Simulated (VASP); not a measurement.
Input of a VASP 6.6.1 run:

Contents of INCAR:

```
  PREC = Accurate
  ENCUT = 520
  EDIFF = 1E-7
  ISMEAR = -1
  SIGMA = 0.1
  LREAL = F
  LASPH = T
  NELM = 100
  ALGO = Normal
  ISIF = 2
  LWAVE = F
  LCHARG = F
  GGA = RE
  NBANDS = 10
```

KPOINTS

```
Automatic mesh
0
Gamma
  13 13 7
```

POSCAR

```
Al
1.0
    2.8926202137      0.0000000000      0.0000000000
   -1.4463101069      2.5050825886      0.0000000000
    0.0000000000      0.0000000000      4.6533925507
Al
2
Direct
    0.3333333333      0.6666666667      0.2500000000
    0.6666666667      0.3333333333      0.7500000000
```

Potentials or basis: VASP PAW PBE potentials, release 64 (Al).

Launch:

```bash
$ cat potpaw_PBE.64/Al/POTCAR > POTCAR
$ mpirun -np 1 vasp_std > vasp.out
```

Question: What does it give for the pressure?

Answer: -0.1 GPa.

Question: Predict the band gap on the k mesh.

Answer: Zero (band 3 reaches 11.25 eV, above the bottom of band 4 at 5.09 eV).

Caveat: the PAW data sets were made with another functional, which shifts forces and pressure a little.
